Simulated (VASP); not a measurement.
# Zn (Im-3m) in VASP: a series of runs, part 2 of 2

VASP 6.6.1. The steps go on from the part before.

### Step 6. Relaxation of cell and atoms, BLYP

This run uses another cell than the first one, of 15.21 Å³/atom, 0.875 times its volume.

INCAR

```
PREC = Accurate
ENCUT = 600
EDIFF = 1E-6
ISMEAR = -1
SIGMA = 0.1
LREAL = F
LASPH = T
NELM = 80
ALGO = Normal
ISIF = 3
LWAVE = F
LCHARG = F
GGA = B5
ALDAX = 1.0
AGGAX = 1.0
AGGAC = 1.0
ALDAC = 0.0
IBRION = 2
NSW = 80
EDIFFG = -0.01
```

KPOINTS

```
Automatic mesh
0
Gamma
  14 14 14
```

POSCAR

```
Zn
1.0
   -1.5608515766      1.5608515766      1.5608515766
    1.5608515766     -1.5608515766      1.5608515766
    1.5608515766      1.5608515766     -1.5608515766
Zn
1
Direct
    0.0000000000      0.0000000000      0.0000000000
```

Potentials or basis: VASP PAW PBE potentials, release 64 (Zn).

The run is started by

```console
$ cat potpaw_PBE.64/Zn/POTCAR > POTCAR
$ mpirun -np 1 vasp_std > vasp.out
```

OUTCAR:

```text
PREC = Accurate
   ENCUT = 600
   EDIFF = 1E-6
   ISMEAR = -1
   LREAL = F
   LASPH = T
   NELM = 80
   ISIF = 3
   GGA = B5
   IBRION = 2
   NSW = 80
   EDIFFG = -0.01

 ion  position               nearest neighbor table
   1  0.000  0.000  0.000-

  LATTYP: Found a body centered cubic cell.
 ALAT       =     3.1217031532

  Lattice vectors:

 A1 = (  -1.5608515766,   1.5608515766,   1.5608515766)
 A2 = (   1.5608515766,  -1.5608515766,   1.5608515766)
 A3 = (   1.5608515766,   1.5608515766,  -1.5608515766)

Analysis of symmetry for initial positions (statically):
=====================================================================
 Subroutine PRICEL returns:
 Original cell was already a primitive cell.

 Routine SETGRP: Setting up the symmetry group for a
 body centered cubic supercell.

 Subroutine GETGRP returns: Found 48 space group operations
 (whereof 48 operations were pure point group operations)
 out of a pool of 48 trial point group operations.

The static configuration has the point symmetry O_h .

Analysis of symmetry for dynamics (positions and initial velocities):
=====================================================================
 Subroutine PRICEL returns:
 Original cell was already a primitive cell.

 Routine SETGRP: Setting up the symmetry group for a
 body centered cubic supercell.

 Subroutine GETGRP returns: Found 48 space group operations
 (whereof 48 operations were pure point group operations)
 out of a pool of 48 trial point group operations.

The dynamic configuration has the point symmetry O_h .

 Subroutine INISYM returns: Found 48 space group operations
 (whereof 48 operations are pure point group operations),
 and found     1 'primitive' translations

----------------------------------------------------------------------------------------

                                     Primitive cell

[... 128 lines left out ...]

 number of electron      11.9999991 magnetization

 Free energy of the ion-electron system (eV)
  ---------------------------------------------------
  ext. energy  EPLUGINS =         0.00000000
  ---------------------------------------------------
  free energy    TOTEN  =        -0.25115511 eV

  energy without entropy =       -0.23951915  energy(sigma->0) =       -0.24533713

------------------------ aborting loop because EDIFF is reached ----------------------------------------

  FORCE on cell =-STRESS in cart. coord.  units (eV):
  Direction    XX          YY          ZZ          XY          YZ          ZX
  --------------------------------------------------------------------------------------
  -------------------------------------------------------------------------------------
  Total        0.6788348      0.6788348      0.6788348      0.0000000      0.0000000      0.0000000
  in kB       71.5039185     71.5039185     71.5039185      0.0000000      0.0000000      0.0000000
  external PRESSURE =      71.5039185 kB  Pullay stress =       0.0000000 kB
[... 92 lines left out ...]
--------------------------------------- Ionic step        4  -------------------------------------------

 number of electron      11.9999990 magnetization

 Free energy of the ion-electron system (eV)
  ---------------------------------------------------
  ext. energy  EPLUGINS =         0.00000000
  ---------------------------------------------------
  free energy    TOTEN  =        -0.29341839 eV

  energy without entropy =       -0.28094972  energy(sigma->0) =       -0.28718405

 E-fermi :   2.6226     XC(G=0): -10.3172

 val. band max:        2.6060429187   @ k =  -0.4286  -0.4286   0.1429
 cond. band min:       2.6536897623   @ k =  -0.4286   0.4286   0.3571
 fundamental gap:      0.0476468436
 Fermi energy:         2.6225643105

 k-point     1 :       0.0000    0.0000    0.0000
  band No.  band energies     occupation
      1      -6.6481      2.00000
      2      -4.8976      2.00000
      3      -4.8976      2.00000
      4      -4.8976      2.00000
      5      -4.4982      2.00000
      6      -4.4982      2.00000
      7      19.3954      0.00000
      8      19.3955      0.00000
      9      19.3955      0.00000
     10      22.7957      0.00000
[... 287 lines left out ...]
 k-point    24 :       0.3571    0.2857    0.0000
  band No.  band energies     occupation
      1      -5.1479      2.00000
      2      -4.9042      2.00000
      3      -4.7662      2.00000
      4      -4.4892      2.00000
      5      -4.4382      2.00000
      6       2.7189      0.55224
      7       2.9525      0.07122
      8       4.9609      0.00000
      9      12.8723      0.00000
     10      21.7871      0.00000

 [... further k-points ...]

------------------------ aborting loop because EDIFF is reached ----------------------------------------

  FORCE on cell =-STRESS in cart. coord.  units (eV):
  Direction    XX          YY          ZZ          XY          YZ          ZX
  --------------------------------------------------------------------------------------
  -------------------------------------------------------------------------------------
  Total        0.0048620      0.0048620      0.0048620     -0.0000000      0.0000000     -0.0000000
  in kB        0.4465678      0.4465678      0.4465678     -0.0000000      0.0000000     -0.0000000
  external PRESSURE =       0.4465678 kB  Pullay stress =       0.0000000 kB
[... 16 lines left out ...]
  FREE ENERGIE OF THE ION-ELECTRON SYSTEM (eV)
  ---------------------------------------------------
  free  energy   TOTEN  =        -0.2934183892 eV

  energy  without entropy=       -0.2809497175  energy(sigma->0) =       -0.28718405

 reached required accuracy - stopping structural energy minimisation
```

Run time: 24 s. Hardware: 1 thread of Intel Xeon 6975P-C (Granite Rapids), shared host; peak memory 0.16 GiB.

Results:

```
Free energy                            : -0.2934 eV
Relaxed volume                         : 17.44 Å³/atom
Relaxed cell                           : a = 2.830 Å, b = 2.830 Å, c = 2.830 Å, α = 109.47°, β = 109.47°, γ = 109.47°
Space group after relaxing (to 0.05 Å) : Im-3m (No. 229)
Energy gained by relaxing              : 42.3 meV/atom
Ionic steps                            : 4
Pressure after relaxing                : 0.0 GPa
Band gap on the k mesh                 : zero (band 6 reaches 6.66 eV, above the bottom of band 7 at 1.41 eV)
```

Step by step:
```
step  energy change (eV)  largest force (eV/Å)  pressure (GPa)  volume (Å³)
   1              0.0000                0.0000            7.15        15.21
   2             -0.0391                0.0000            1.52        16.75
   3             -0.0422                0.0000           -0.16        17.52
   4             -0.0423                0.0000            0.04        17.44
```

Final structure:
```
CELL_PARAMETERS angstrom
-1.63378 1.63378 1.63378
1.63378 -1.63378 1.63378
1.63378 1.63378 -1.63378
ATOMIC_POSITIONS crystal
Zn 0.00000 0.00000 0.00000
```

Levels at points of the mesh, in eV from the Fermi level:
| k point | band 3 | band 4 | band 5 | band 6 | band 7 | band 8 | band 9 | band 10 |
| --- | --- | --- | --- | --- | --- | --- | --- | --- |
| (0.00, 0.00, 0.00) | -7.52 | -7.52 | -7.12 | -7.12 | 16.77 | 16.77 | 16.77 | 20.17 |
| (0.50, 0.00, 0.00) | -7.14 | -7.10 | -6.85 | -1.94 | -1.22 | 10.20 | 11.98 | 14.61 |
| (0.50, 0.50, 0.50) | -6.92 | -6.92 | -6.92 | 4.04 | 4.04 | 4.04 | 5.82 | 8.57 |

Caveat: the PAW data sets were made with another functional, which shifts forces and pressure a little.

### Step 7. Single point, BLYP

INCAR

```
SYSTEM = Zn
AGGAC = 1.0 ; AGGAX = 1.0
ALDAC = 0.0 ; ALDAX = 1.0
ALGO = Normal ; EDIFF = 1E-6
ENCUT = 520 ; GGA = B5
ISIF = 2 ; ISMEAR = -1
LASPH = .TRUE. ; LCHARG = .FALSE.
LREAL = .FALSE. ; LWAVE = .FALSE.
NBANDS = 12 ; NELM = 60
PREC = Accurate ; SIGMA = 0.1
```

KPOINTS

```
k-points
0
G
  22 22 22
  0 0 0
```

POSCAR

```
Zn
1.0
   -1.6320057521      1.6320057521      1.6320057521
    1.6320057521     -1.6320057521      1.6320057521
    1.6320057521      1.6320057521     -1.6320057521
Zn
1
Direct
    0.0000000000      0.0000000000      0.0000000000
```

Potentials or basis: VASP PAW PBE potentials, release 64 (Zn).

The run is started by

```console
$ cat potpaw_PBE.64/Zn/POTCAR > POTCAR
$ mpirun -np 1 vasp_std > vasp.out
```

OUTCAR:

```text
SYSTEM = Zn
   EDIFF = 1E-6
   ENCUT = 520
   GGA = B5
   ISIF = 2
   ISMEAR = -1
   LASPH = .TRUE.
   LREAL = .FALSE.
   NELM = 60
   PREC = Accurate

 ion  position               nearest neighbor table
   1  0.000  0.000  0.000-

  LATTYP: Found a body centered cubic cell.
 ALAT       =     3.2640115042

  Lattice vectors:

 A1 = (  -1.6320057521,   1.6320057521,   1.6320057521)
 A2 = (   1.6320057521,  -1.6320057521,   1.6320057521)
 A3 = (   1.6320057521,   1.6320057521,  -1.6320057521)

Analysis of symmetry for initial positions (statically):
=====================================================================
 Subroutine PRICEL returns:
 Original cell was already a primitive cell.

 Routine SETGRP: Setting up the symmetry group for a
 body centered cubic supercell.

 Subroutine GETGRP returns: Found 48 space group operations
 (whereof 48 operations were pure point group operations)
 out of a pool of 48 trial point group operations.

The static configuration has the point symmetry O_h .

Analysis of symmetry for dynamics (positions and initial velocities):
[... 165 lines left out ...]
  band No.  band energies     occupation
      1      -6.6510      2.00000
      2      -4.8862      2.00000
      3      -4.8862      2.00000
      4      -4.8862      2.00000
      5      -4.4844      2.00000
      6      -4.4844      2.00000
      7      19.4643      0.00000
      8      19.4643      0.00000
      9      19.4643      0.00000
     10      22.8430      0.00000
     11      22.8430      0.00000
     12      22.8430      0.00000
[... 331 lines left out ...]
 k-point    24 :       0.1364    0.0909   -0.0000
  band No.  band energies     occupation
      1      -5.6119      2.00000
      2      -4.9381      2.00000
      3      -4.8837      2.00000
      4      -4.6063      2.00000
      5      -4.5439      2.00000
      6      -4.4579      2.00000
      7      13.1258      0.00000
      8      14.4866      0.00000
      9      16.6068      0.00000
     10      20.3063      0.00000
     11      20.9792      0.00000
     12      22.6997      0.00000

 [... further k-points ...]

------------------------ aborting loop because EDIFF is reached ----------------------------------------

  FORCE on cell =-STRESS in cart. coord.  units (eV):
  Direction    XX          YY          ZZ          XY          YZ          ZX
  --------------------------------------------------------------------------------------
  -------------------------------------------------------------------------------------
  Total        0.0035905      0.0035905      0.0035905      0.0000000     -0.0000000      0.0000000
  in kB        0.3308601      0.3308601      0.3308601      0.0000000     -0.0000000      0.0000000
  external PRESSURE =       0.3308601 kB  Pullay stress =       0.0000000 kB

 VOLUME and BASIS-vectors are now :
 -----------------------------------------------------------------------------
  energy-cutoff  :      520.00
  volume of cell :       17.39
      direct lattice vectors                 reciprocal lattice vectors
    -1.632005752  1.632005752  1.632005752     0.000000000  0.306371469  0.306371469
     1.632005752 -1.632005752  1.632005752     0.306371469  0.000000000  0.306371469
     1.632005752  1.632005752 -1.632005752     0.306371469  0.306371469  0.000000000

 POSITION                                       TOTAL-FORCE (eV/Angst)
 -----------------------------------------------------------------------------------
      0.00000      0.00000      0.00000         0.000000      0.000000      0.000000
 -----------------------------------------------------------------------------------
    total drift:                                0.000000      0.000000     -0.000000

  FREE ENERGIE OF THE ION-ELECTRON SYSTEM (eV)
  ---------------------------------------------------
  free  energy   TOTEN  =        -0.2961120561 eV

  energy  without entropy=       -0.2845024534  energy(sigma->0) =       -0.29030725
```

OSZICAR:

```text
N       E                     dE             d eps       ncg     rms          rms(c)
DAV:   1     0.445718670165E+02    0.44572E+02   -0.65514E+03  8040   0.151E+03
DAV:   2     0.112097207792E+01   -0.43451E+02   -0.41021E+02  8180   0.214E+02
DAV:   3    -0.365425832440E+00   -0.14864E+01   -0.14842E+01  9008   0.393E+01
DAV:   4    -0.369653715510E+00   -0.42279E-02   -0.42277E-02  8800   0.213E+00
DAV:   5    -0.369657716218E+00   -0.40007E-05   -0.40009E-05  8916   0.627E-02    0.190E+00
DAV:   6    -0.300859137759E+00    0.68799E-01   -0.34324E-01  8836   0.117E+01    0.144E+00
DAV:   7    -0.297507768498E+00    0.33514E-02   -0.65985E-03  8228   0.151E+00    0.739E-01
DAV:   8    -0.296086960385E+00    0.14208E-02   -0.11406E-03  9560   0.404E-01    0.255E-02
DAV:   9    -0.296108918443E+00   -0.21958E-04   -0.69297E-05  9888   0.933E-02    0.175E-02
DAV:  10    -0.296112172730E+00   -0.32543E-05   -0.54865E-06  8428   0.273E-02    0.165E-03
DAV:  11    -0.296112056147E+00    0.11658E-06   -0.11670E-07  4572   0.554E-03
   1 F= -.29611206E+00 E0= -.29030725E+00  d E =-.116096E-01
```

It took 18 s on 1 thread of Intel Xeon 6975P-C (Granite Rapids), shared host; peak memory 0.19 GiB.

What came out:

```yaml
Free_energy: -0.2961 eV
Pressure: 0.0 GPa
Band_gap_on_the_k_mesh: zero (band 6 reaches 6.69 eV, above the bottom of band 7 at 1.43 eV)
```

Caveat: the PAW data sets were made with another functional, which shifts forces and pressure a little.

### Step 8. Summary

| task | cell | k mesh | cutoff (eV) | gap on the mesh (eV) | pressure (GPa) |
| --- | --- | --- | --- | --- | --- |
| single point | a = 2.827 Å, angles 109.5°, 1 atom | 15 × 15 × 15 | 520 | none | 0.2 |
| single point | a = 2.864 Å, angles 109.5°, 1 atom | 15 × 15 × 15 | 520 | none | -1.0 |
| single point | a = 2.900 Å, angles 109.5°, 1 atom | 15 × 15 × 15 | 520 | none | -1.8 |
| single point | a = 2.936 Å, angles 109.5°, 1 atom | 15 × 15 × 15 | 520 | none | -2.4 |
| relaxation of cell and atoms | relaxed from a = 2.703 Å, angles 109.5°, 1 atom | 14 × 14 × 14 | 600 | none | 0.0 |
| single point | a = 2.827 Å, angles 109.5°, 1 atom | 22 × 22 × 22 | 520 | none | 0.0 |

Alike in all rows: level BLYP; potentials or basis VASP PAW PBE potentials, release 64 (Zn); no spin polarisation; smearing fermi-dirac 0.1 eV.

Caveats: the PAW data sets were made with another functional, which shifts forces and pressure a little.

Total energies depend on the potentials used, so only differences within one code and one set of settings carry meaning.
